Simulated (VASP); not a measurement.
# Cu3N (Pm-3m) in VASP: further runs, part 2 of 2

VASP 6.6.1.

## (3) Single point, PBE (equal strain along all axes, cell held: +2.0 %)

INCAR reads:

```
PREC     = Accurate       # precision mode
ENCUT    = 600            # plane-wave cutoff, eV
EDIFF    = 1E-6           # SCF threshold, eV
ISMEAR   = 0              # smearing method
SIGMA    = 0.01           # smearing width, eV
LREAL    = False          # projectors in reciprocal space
LASPH    = True           # aspherical terms in the spheres
NELM     = 120            # most SCF steps
ALGO     = Normal         # electronic algorithm
ISIF     = 2              # what is computed and relaxed
LWAVE    = False          # write WAVECAR
LCHARG   = False          # write CHGCAR
GGA      = PE             # functional
NBANDS   = 27             # bands
GGA_COMPAT= False
```

KPOINTS reads:

```
regular mesh
0
Gamma
  10 10 10
```

POSCAR reads:

```
Cu3N
1.0
    3.9035485976      0.0000000000      0.0000000000
    0.0000000000      3.9035485976      0.0000000000
    0.0000000000      0.0000000000      3.9035485976
Cu N
3 1
Direct
    0.5000000000      0.0000000000      0.0000000000
    0.0000000000      0.5000000000      0.0000000000
    0.0000000000      0.0000000000      0.5000000000
    0.0000000000      0.0000000000      0.0000000000
```

Potentials or basis: VASP PAW PBE potentials, release 64 (Cu, N).

On the command line:

```bash
$ cat potpaw_PBE.64/Cu/POTCAR potpaw_PBE.64/N/POTCAR > POTCAR
$ mpirun -np 1 vasp_std > vasp.out
```

OUTCAR:

```text
PREC = Accurate
   ENCUT = 600
   EDIFF = 1E-6
   ISMEAR = 0
   LREAL = False
   LASPH = True
   NELM = 120
   ISIF = 2
   GGA = PE

 ion  position               nearest neighbor table
   1  0.500  0.000  0.000-   4 1.95   4 1.95   2 2.76   3 2.76   2 2.76   2 2.76   3 2.76   3 2.76
                             3 2.76   2 2.76
   2  0.000  0.500  0.000-   4 1.95   4 1.95   1 2.76   3 2.76   1 2.76   3 2.76   3 2.76   3 2.76
                             1 2.76   1 2.76
   3  0.000  0.000  0.500-   4 1.95   4 1.95   1 2.76   1 2.76   2 2.76   2 2.76   2 2.76   2 2.76
                             1 2.76   1 2.76
   4  0.000  0.000  0.000-   1 1.95   2 1.95   3 1.95   3 1.95   2 1.95   1 1.95

  LATTYP: Found a simple cubic cell.
 ALAT       =     3.9035485976

  Lattice vectors:

 A1 = (   3.9035485976,   0.0000000000,   0.0000000000)
 A2 = (   0.0000000000,   3.9035485976,   0.0000000000)
 A3 = (   0.0000000000,   0.0000000000,   3.9035485976)

Analysis of symmetry for initial positions (statically):
=====================================================================
 Subroutine PRICEL returns:
 Original cell was already a primitive cell.

 Routine SETGRP: Setting up the symmetry group for a
 simple cubic supercell.

 Subroutine GETGRP returns: Found 48 space group operations
 (whereof 48 operations were pure point group operations)
 out of a pool of 48 trial point group operations.

The static configuration has the point symmetry O_h .

Analysis of symmetry for dynamics (positions and initial velocities):
=====================================================================
 Subroutine PRICEL returns:
 Original cell was already a primitive cell.

 Routine SETGRP: Setting up the symmetry group for a
 simple cubic supercell.

 Subroutine GETGRP returns: Found 48 space group operations
 (whereof 48 operations were pure point group operations)
[... 118 lines left out ...]
   NUPDOWN=      -1.0000    fix difference up-down
   EMIN   =  10.00;   EMAX   =-10.00  energy-range for DOS
   EFERMI =   0.00;   METHOD = LEGACY
   ISMEAR =     0;   SIGMA  =   0.01  broadening in eV -4-tet -1-fermi 0-gaus
   EFERMI_NEDOS =   21; number of points for ismear=-14 and -15
   IALGO  =     38    algorithm
   IMIX   =      4    mixing-type and parameters
     AMIX     =   0.40;   BMIX     =  1.00
     AMIX_MAG =   1.60;   BMIX_MAG =  1.00
  volume/ion in A,a.u.               =      14.87       100.35
  Fermi-wavevector in a.u.,A,eV,Ry     =   1.409970  2.664456 27.048579  1.988014
  Thomas-Fermi vector in A             =   2.531971
   LORBIT       =      0    0 simple, 1 ext, 2 COOP (PROOUT), +10 PAW based schemes
   GGA     = PE    functional components
   LHFCALC =     F    Hartree Fock is set to
   AEXX    =    0.0000 exact exchange contribution
   IVDW    =     0    specifies the selected vdW correction
   LEPSILON=     F    determine dielectric tensor
   LRPA    =     F    only Hartree local field effects (RPA)
 non-spin polarized calculation
 Gauss-broadening in eV      SIGMA  =   0.01
  energy-cutoff  :      600.00
  volume of cell :       59.48
 maximum number of plane-waves:      2008
 NGX is ok and might be reduce to    32
   NGX = 15   NGY = 15   NGZ = 15

 number of electron      37.9999987 magnetization

 Free energy of the ion-electron system (eV)
  ---------------------------------------------------
  ext. energy  EPLUGINS =         0.00000000
  ---------------------------------------------------
  free energy    TOTEN  =       -18.33753981 eV

  energy without entropy =      -18.33753981  energy(sigma->0) =      -18.33753981

 E-fermi :   4.2458     XC(G=0): -10.4322

 val. band max:        4.1771030876   @ k =   0.5000   0.5000   0.5000
 cond. band min:       4.6122137864   @ k =   0.5000   0.5000   0.0000
 fundamental gap:      0.4351106988
 Fermi energy:         4.2457733692

 k-point     1 :       0.0000    0.0000    0.0000
  band No.  band energies     occupation
      1     -12.0044      2.00000
      2      -0.6021      2.00000
      3      -0.1709      2.00000
      4      -0.1709      2.00000
      5      -0.1709      2.00000
      6       0.7171      2.00000
[... 709 lines left out ...]
     26      13.1057      0.00000
     27      14.0719      0.00000

 [... further k-points ...]
[... 5 lines left out ...]
  --------------------------------------------------------------------------------------
  -------------------------------------------------------------------------------------
  Total       -1.9518852     -1.9518852     -1.9518852      0.0000000     -0.0000000      0.0000000
  in kB      -52.5758220    -52.5758220    -52.5758220      0.0000000     -0.0000000      0.0000000
  external PRESSURE =     -52.5758220 kB  Pullay stress =       0.0000000 kB

 VOLUME and BASIS-vectors are now :
 -----------------------------------------------------------------------------
  energy-cutoff  :      600.00
  volume of cell :       59.48
      direct lattice vectors                 reciprocal lattice vectors
     3.903548598  0.000000000  0.000000000     0.256177162  0.000000000  0.000000000
     0.000000000  3.903548598  0.000000000     0.000000000  0.256177162  0.000000000
     0.000000000  0.000000000  3.903548598     0.000000000  0.000000000  0.256177162

 POSITION                                       TOTAL-FORCE (eV/Angst)
 -----------------------------------------------------------------------------------
      1.95177      0.00000      0.00000         0.000000      0.000000      0.000000
      0.00000      1.95177      0.00000         0.000000      0.000000      0.000000
      0.00000      0.00000      1.95177         0.000000      0.000000      0.000000
      0.00000      0.00000      0.00000         0.000000      0.000000      0.000000
 -----------------------------------------------------------------------------------
    total drift:                                0.000000      0.000000     -0.000000

  FREE ENERGIE OF THE ION-ELECTRON SYSTEM (eV)
  ---------------------------------------------------
  free  energy   TOTEN  =       -18.3375398051 eV

  energy  without entropy=      -18.3375398051  energy(sigma->0) =      -18.33753981
```

OSZICAR:

```text
N       E                     dE             d eps       ncg     rms          rms(c)
DAV:   1     0.307022203116E+03    0.30702E+03   -0.18856E+04  3064   0.241E+03
DAV:   2     0.152667613167E+02   -0.29176E+03   -0.27846E+03  3027   0.383E+02
DAV:   3    -0.210361351910E+02   -0.36303E+02   -0.34449E+02  3975   0.163E+02
DAV:   4    -0.227078466567E+02   -0.16717E+01   -0.16496E+01  4299   0.371E+01
DAV:   5    -0.227236995202E+02   -0.15853E-01   -0.15848E-01  3928   0.372E+00    0.152E+01
DAV:   6    -0.207935474991E+02    0.19302E+01   -0.36145E+01  4117   0.132E+02    0.104E+01
DAV:   7    -0.183339282674E+02    0.24596E+01   -0.95079E+00  3677   0.760E+01    0.250E+00
DAV:   8    -0.183612152936E+02   -0.27287E-01   -0.74750E-01  3700   0.602E+00    0.136E+00
DAV:   9    -0.183389969863E+02    0.22218E-01   -0.44937E-02  3771   0.268E+00    0.343E-01
DAV:  10    -0.183377896084E+02    0.12074E-02   -0.12513E-02  4053   0.185E+00    0.146E-01
DAV:  11    -0.183375920159E+02    0.19759E-03   -0.17441E-03  4695   0.773E-01    0.571E-02
DAV:  12    -0.183375356192E+02    0.56397E-04   -0.27437E-04  4757   0.184E-01    0.144E-02
DAV:  13    -0.183375391360E+02   -0.35168E-05   -0.42660E-05  4202   0.659E-02    0.849E-03
DAV:  14    -0.183375398051E+02   -0.66914E-06   -0.76344E-06  3538   0.263E-02
   1 F= -.18337540E+02 E0= -.18337540E+02  d E =-.560931E-25
```

stdout:

```text
POSCAR found type information on POSCAR CuN
 POSCAR found :  2 types and       4 ions
 scaLAPACK will be used
 LDA part: xc-table for (Slater+PW92), standard interpolation
 POSCAR, INCAR and KPOINTS ok, starting setup
 FFT: planning ... GRIDC
 FFT: planning ... GRID_SOFT
 FFT: planning ... GRID
 WAVECAR not read
 entering main loop
```

Run time: 55 s. Hardware: 1 thread of AMD EPYC 9R45 (Zen 5), shared host; peak memory 0.2 GiB.

What came out:

```yaml
Free_energy: -18.3375 eV
Pressure: -5.3 GPa
Band_gap_on_the_k_mesh: 0.44 eV (least direct gap 0.95 eV)
```

Levels at points of the mesh, in eV from the valence-band top:
```tsv
k point	band 16	band 17	band 18	band 19	band 20	band 21	band 22	band 23
(0.00, 0.00, 0.00)	-1.64	-1.64	-1.64	-1.62	0.81	5.02	5.02	6.51
(0.50, 0.00, 0.00)	-1.97	-1.64	-1.26	-1.26	1.38	3.27	6.35	7.08
(0.50, 0.50, 0.00)	-1.93	-0.96	-0.96	-0.60	0.44	3.30	4.68	4.68
(0.50, 0.50, 0.50)	-1.69	0.00	0.00	0.00	1.06	1.06	1.06	6.15
```

Caveat: the cell differs from its parent crystal (equal strain along all axes, cell held: +2.0 %); the cell stands under tension.

## (4) Single point, PBE (equal strain along all axes, cell held: +3.0 %)

INCAR reads:

```
  ALGO = Normal
  EDIFF = 1E-6
  ENCUT = 600
  GGA = PE
  GGA_COMPAT = False
  ISIF = 2
  ISMEAR = 0
  LASPH = True
  LCHARG = True
  LELF = True
  LREAL = False
  LVHAR = True
  LWAVE = False
  NBANDS = 27
  NELM = 120
  PREC = Accurate
  SIGMA = 0.01
```

KPOINTS reads:

```
k-points
0
Gamma
  10 10 10
```

POSCAR reads:

```
Cu3N
1.0
    3.9418186819      0.0000000000      0.0000000000
    0.0000000000      3.9418186819      0.0000000000
    0.0000000000      0.0000000000      3.9418186819
Cu N
3 1
Direct
    0.5000000000      0.0000000000      0.0000000000
    0.0000000000      0.5000000000      0.0000000000
    0.0000000000      0.0000000000      0.5000000000
    0.0000000000      0.0000000000      0.0000000000
```

On the command line:

```bash
$ cat potpaw_PBE.64/Cu/POTCAR potpaw_PBE.64/N/POTCAR > POTCAR
$ mpirun -np 1 vasp_std > vasp.out
```

Wall time 57 s (1 thread of AMD EPYC 9R45 (Zen 5), shared host); peak memory 0.2 GiB.

The run converged. Its results:

```
Free energy            : -18.2644 eV
Pressure               : -7.7 GPa
Band gap on the k mesh : 0.52 eV (least direct gap 1.02 eV)
```

Levels at points of the mesh, in eV from the valence-band top:
```
           k point  band 16  band 17  band 18  band 19  band 20  band 21  band 22  band 23
(0.00, 0.00, 0.00)    -1.58    -1.58    -1.58    -1.55     0.74     4.91     4.91     6.46
(0.50, 0.00, 0.00)    -1.88    -1.58    -1.20    -1.20     1.31     3.25     6.18     7.02
(0.50, 0.50, 0.00)    -1.85    -0.92    -0.92    -0.56     0.52     3.19     4.62     4.62
(0.50, 0.50, 0.50)    -1.62     0.00     0.00     0.00     1.15     1.15     1.15     6.15
```

Caveat: the cell differs from its parent crystal (equal strain along all axes, cell held: +3.0 %); the cell stands under tension. A k mesh can miss the band edges.

## (5) Overview

```csv
cell,gap on the mesh (eV),pressure (GPa)
"a = 3.865 Å, 4 atoms",0.34,-2.5
"a = 3.904 Å, 4 atoms",0.44,-5.3
"a = 3.942 Å, 4 atoms",0.52,-7.7
```

Alike in all rows: task single point; level PBE; potentials or basis VASP PAW PBE potentials, release 64 (Cu, N); no spin polarisation; k mesh 10 × 10 × 10; cutoff (eV) 600; smearing gaussian 0.01 eV.

Caveats: the cell stands under tension (at least some runs).

Absolute energies hang on the potentials; compare differences alone.
